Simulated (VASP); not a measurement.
# InSb (F-43m) in VASP: a series of runs, part 3 of 3

VASP 6.6.1. Earlier steps stand in the parts before.

### Step 6. Single point, r2SCAN (volume changed by +6%)

Input file POSCAR:

```
InSb
1.0
    0.0000000000      3.3438335251      3.3438335251
    3.3438335251      0.0000000000      3.3438335251
    3.3438335251      3.3438335251      0.0000000000
In Sb
1 1
Direct
    0.0000000000      0.0000000000      0.0000000000
    0.2500000000      0.2500000000      0.2500000000
```

Input file INCAR.step1:

```
SYSTEM = InSb
  PREC = Accurate
  ENCUT = 520
  ISMEAR = -1
  SIGMA = 0.02
  LREAL = .False.
  LASPH = .True.
  NELM = 80
  NBANDS = 16
  GGA = PE
  ALGO = Normal
  EDIFF = 1E-4
  LWAVE = .True.
  LCHARG = .False.
```

Input file INCAR.step2:

```
SYSTEM = InSb
  PREC = Accurate
  ENCUT = 520
  EDIFF = 1E-7
  ISMEAR = -1
  SIGMA = 0.02
  LREAL = .False.
  LASPH = .True.
  NELM = 80
  ALGO = Normal
  ISIF = 2
  LWAVE = .False.
  LCHARG = .True.
  METAGGA = R2SCAN
  LMIXTAU = .True.
  LELF = .True.
  LVHAR = .True.
  NBANDS = 16
  ISTART = 1
```

Input file KPOINTS:

```
Automatic mesh
0
Gamma
  6 6 6
  0 0 0
```

Potentials or basis: VASP PAW PBE potentials, release 64 (In_d, Sb).

Started as:

```console
$ cat potpaw_PBE.64/In_d/POTCAR potpaw_PBE.64/Sb/POTCAR > POTCAR
$ cp INCAR.step1 INCAR
$ mpirun -np 1 vasp_std > vasp.out
$ cp INCAR.step2 INCAR
$ mpirun -np 1 vasp_std > vasp.out
```

OUTCAR:

```text
SYSTEM = InSb
   PREC = Accurate
   ENCUT = 520
   EDIFF = 1E-7
   ISMEAR = -1
   LREAL = .False.
   LASPH = .True.
   NELM = 80
   ISIF = 2
   METAGGA = R2SCAN
   ISTART = 1

 ion  position               nearest neighbor table
   1  0.000  0.000  0.000-   2 2.90   2 2.90   2 2.90   2 2.90
   2  0.250  0.250  0.250-   1 2.90   1 2.90   1 2.90   1 2.90

  LATTYP: Found a face centered cubic cell.
 ALAT       =     6.6876670502

  Lattice vectors:

 A1 = (   0.0000000000,   3.3438335251,   3.3438335251)
 A2 = (   3.3438335251,   0.0000000000,   3.3438335251)
 A3 = (   3.3438335251,   3.3438335251,   0.0000000000)

Analysis of symmetry for initial positions (statically):
[... 5 lines left out ...]
 face centered cubic supercell.

 Subroutine GETGRP returns: Found 24 space group operations
 (whereof 24 operations were pure point group operations)
 out of a pool of 48 trial point group operations.

The static configuration has the point symmetry T_d .

Analysis of symmetry for dynamics (positions and initial velocities):
[... 5 lines left out ...]
 face centered cubic supercell.

 Subroutine GETGRP returns: Found 24 space group operations
 (whereof 24 operations were pure point group operations)
 out of a pool of 48 trial point group operations.

The dynamic configuration has the point symmetry T_d .

 Subroutine INISYM returns: Found 24 space group operations
 (whereof 24 operations are pure point group operations),
 and found     1 'primitive' translations

----------------------------------------------------------------------------------------

                                     Primitive cell

  volume of cell :      74.7763

  direct lattice vectors                    reciprocal lattice vectors
     0.000000000  3.343833525  3.343833525    -0.149528975  0.149528975  0.149528975
     3.343833525  0.000000000  3.343833525     0.149528975 -0.149528975  0.149528975
     3.343833525  3.343833525  0.000000000     0.149528975  0.149528975 -0.149528975

  length of vectors
     4.728894722  4.728894722  4.728894722     0.258991782  0.258991782  0.258991782

  position of ions in fractional coordinates (direct lattice)
     0.000000000  0.000000000  0.000000000
     0.250000000  0.250000000  0.250000000

  ion indices of the primitive-cell ions
   primitive index   ion index
                 1           1
                 2           2

----------------------------------------------------------------------------------------

 KPOINTS: Automatic mesh

Automatic generation of k-mesh.
 Grid dimensions read from file:
 generate k-points for:    6    6    6

 Generating k-lattice:

  Cartesian coordinates                     Fractional coordinates (reciprocal lattice)
    -0.024921496  0.024921496  0.024921496     0.166666667  0.000000000  0.000000000
     0.024921496 -0.024921496  0.024921496     0.000000000  0.166666667  0.000000000
     0.024921496  0.024921496 -0.024921496     0.000000000  0.000000000  0.166666667

  Length of vectors
     0.043165297  0.043165297  0.043165297

  Shift w.r.t. Gamma in fractional coordinates (k-lattice)
     0.000000000  0.000000000  0.000000000

 Subroutine IBZKPT returns following result:
 ===========================================

 Found     16 irreducible k-points:

 Following reciprocal coordinates:
            Coordinates               Weight
  0.000000  0.000000  0.000000      1.000000
  0.166667  0.000000  0.000000      8.000000
  0.333333  0.000000  0.000000      8.000000
  0.500000  0.000000  0.000000      4.000000
  0.166667  0.166667  0.000000      6.000000
  0.333333  0.166667  0.000000     24.000000
[... 8 lines left out ...]
 -0.333333  0.333333  0.166667     24.000000
 -0.333333  0.500000  0.166667     12.000000
   k-points           NKPTS =     16   k-points in BZ     NKDIM =     16   number of bands    NBANDS=     16
   number of dos      NEDOS =    301   number of ions     NIONS =      2
   total plane-waves  NPLWV =  46656
   dimension x,y,z NGX =    36 NGY =   36 NGZ =   36
   dimension x,y,z NGXF=    72 NGYF=   72 NGZF=   72
   ions per type =               1   1
   NGX,Y,Z   is equivalent  to a cutoff of  12.66, 12.66, 12.66 a.u.
   NGXF,Y,Z  is equivalent  to a cutoff of  25.31, 25.31, 25.31 a.u.
 SYSTEM =  InSb
   PREC   = accura    normal or accurate (medium, high low for compatibility)
   ISTART =      1    job   : 0-new  1-cont  2-samecut
   ICHARG =      0    charge: 1-file 2-atom 10-const
   ISPIN  =      1    spin polarized calculation?
   LNONCOLLINEAR =      F non collinear calculations
   LSORBIT =      F    spin-orbit coupling
   LASPH  =      T    aspherical Exc in radial PAW
   ENCUT  =  520.0 eV  38.22 Ry    6.18 a.u.   8.79  8.79  8.79*2*pi/ulx,y,z
   NELM   =     80;   NELMIN=  2; NELMDL=  0     # of ELM steps
   EDIFF  = 0.1E-06   stopping-criterion for ELM
   LREAL  =      F    real-space projection
   EDIFFG = 0.1E-05   stopping-criterion for IOM
   NSW    =      0    number of steps for IOM
   IBRION =     -1    ionic relax: 0-MD 1-quasi-New 2-CG
   NFREE  =      0    steps in history (QN), initial steepest desc. (CG)
   ISIF   =      2    stress and relaxation
   ISYM   =      2    0-nonsym 1-usesym 2-fastsym
   POTIM  = 0.5000    time-step for ionic-motion
   TEBEG  =    0.0;   TEEND  =   0.0 temperature during run
   PSTRESS=    0.0 pullay stress
   NELECT =      18.0000    total number of electrons
   NUPDOWN=      -1.0000    fix difference up-down
   EMIN   =  10.00;   EMAX   =-10.00  energy-range for DOS
   EFERMI =   0.00;   METHOD = LEGACY
   ISMEAR =    -1;   SIGMA  =   0.02  broadening in eV -4-tet -1-fermi 0-gaus
   EFERMI_NEDOS =   21; number of points for ismear=-14 and -15
   IALGO  =     38    algorithm
   IMIX   =      4    mixing-type and parameters
     AMIX     =   0.40;   BMIX     =  1.00
     AMIX_MAG =   1.60;   BMIX_MAG =  1.00
  volume/ion in A,a.u.               =      37.39       252.31
  Fermi-wavevector in a.u.,A,eV,Ry     =   1.018383  1.924464 14.110648  1.037103
  Thomas-Fermi vector in A             =   2.151837
   LORBIT       =      0    0 simple, 1 ext, 2 COOP (PROOUT), +10 PAW based schemes
   METAGGA = R2SCAN    functional components
   LHFCALC =     F    Hartree Fock is set to
   AEXX    =    0.0000 exact exchange contribution
   IVDW    =     0    specifies the selected vdW correction
   LEPSILON=     F    determine dielectric tensor
   LRPA    =     F    only Hartree local field effects (RPA)
 non-spin polarized calculation
  energy-cutoff  :      520.00
  volume of cell :       74.78
 maximum number of plane-waves:      2044
   NGX = 17   NGY = 17   NGZ = 17

 number of electron      18.0000006 magnetization

 Free energy of the ion-electron system (eV)
  ---------------------------------------------------
  ext. energy  EPLUGINS =         0.00000000
  ---------------------------------------------------
  free energy    TOTEN  =       -48.71899522 eV

  energy without entropy =      -48.71864159  energy(sigma->0) =      -48.71881840

 E-fermi :   3.9785     XC(G=0):  -8.8194

 val. band max:        3.9646160390   @ k =   0.0000   0.0000   0.0000
 cond. band min:       4.6152288041   @ k =   0.5000   0.0000   0.0000
 fundamental gap:      0.6506127650
 Fermi energy:         3.9784784606

 k-point     1 :       0.0000    0.0000    0.0000
  band No.  band energies     occupation
      1     -10.9639      2.00000
      2     -10.9639      2.00000
      3     -10.9639      2.00000
      4     -10.8884      2.00000
      5     -10.8884      2.00000
      6      -6.5693      2.00000
[... 8 lines left out ...]
     15      12.4797      0.00000
     16      12.4797      0.00000

 k-point     2 :       0.1667    0.0000    0.0000
  band No.  band energies     occupation
      1     -10.9725      2.00000
      2     -10.9597      2.00000
      3     -10.9597      2.00000
      4     -10.8886      2.00000
      5     -10.8886      2.00000
      6      -6.3413      2.00000
[... 8 lines left out ...]
     15      11.6273      0.00000
     16      11.6273      0.00000
[... 235 lines left out ...]
      5     -10.8864      2.00000
      6      -4.9620      2.00000
[... 8 lines left out ...]
     15      13.8089      0.00000
     16      14.1640      0.00000

 k-point    16 :      -0.3333    0.5000    0.1667
  band No.  band energies     occupation
      1     -11.0167      2.00000
      2     -10.9385      2.00000
      3     -10.9314      2.00000
      4     -10.8972      2.00000
      5     -10.8842      2.00000
      6      -4.8005      2.00000
[... 8 lines left out ...]
     15      13.7915      0.00000
     16      14.6270      0.00000

------------------------ aborting loop because EDIFF is reached ----------------------------------------

  FORCE on cell =-STRESS in cart. coord.  units (eV):
  Direction    XX          YY          ZZ          XY          YZ          ZX
  --------------------------------------------------------------------------------------
  -------------------------------------------------------------------------------------
  Total       -1.0213579     -1.0213579     -1.0213579      0.0000000      0.0000000     -0.0000000
  in kB      -21.8838929    -21.8838929    -21.8838929      0.0000000      0.0000000     -0.0000000
  external PRESSURE =     -21.8838929 kB  Pullay stress =       0.0000000 kB

 VOLUME and BASIS-vectors are now :
 -----------------------------------------------------------------------------
  energy-cutoff  :      520.00
  volume of cell :       74.78
      direct lattice vectors                 reciprocal lattice vectors
     0.000000000  3.343833525  3.343833525    -0.149528975  0.149528975  0.149528975
     3.343833525  0.000000000  3.343833525     0.149528975 -0.149528975  0.149528975
     3.343833525  3.343833525  0.000000000     0.149528975  0.149528975 -0.149528975

 POSITION                                       TOTAL-FORCE (eV/Angst)
 -----------------------------------------------------------------------------------
      0.00000      0.00000      0.00000        -0.000000     -0.000000     -0.000000
      1.67192      1.67192      1.67192         0.000000      0.000000      0.000000
 -----------------------------------------------------------------------------------
    total drift:                               -0.000002     -0.000002     -0.000002

  FREE ENERGIE OF THE ION-ELECTRON SYSTEM (eV)
  ---------------------------------------------------
  free  energy   TOTEN  =       -48.7189952183 eV

  energy  without entropy=      -48.7186415895  energy(sigma->0) =      -48.71881840
```

Wall time 72 s (1 thread of Intel Xeon Platinum 8488C (Sapphire Rapids), shared host); peak memory 0.22 GiB.

What came out:

```yaml
Free_energy: -48.7190 eV
Pressure: -2.2 GPa
Band_gap_on_the_k_mesh: zero (filled and empty bands touch)
```

Caveat: the PAW data sets were made with another functional, which shifts forces and pressure a little; spin-orbit coupling is left out, which moves the levels of the heavy elements.

### Step 7. Overview

| cell | gap on the mesh (eV) | pressure (GPa) |
| --- | --- | --- |
| a = 4.543 Å, angles 60.0°, 2 atoms | 0.39 | 3.0 |
| a = 4.591 Å, angles 60.0°, 2 atoms | 0.20 | 1.3 |
| a = 4.638 Å, angles 60.0°, 2 atoms | - | 0.0 |
| a = 4.684 Å, angles 60.0°, 2 atoms | none | -1.2 |
| a = 4.729 Å, angles 60.0°, 2 atoms | none | -2.2 |

Alike in all rows: task single point; level r2SCAN; potentials or basis VASP PAW PBE potentials, release 64 (In_d, Sb); no spin polarisation; k mesh 6 × 6 × 6; cutoff (eV) 520; smearing fermi-dirac 0.02 eV.

Caveats: the PAW data sets were made with another functional, which shifts forces and pressure a little; spin-orbit coupling is left out, which moves the levels of the heavy elements.

Absolute energies hang on the potentials; compare differences alone.
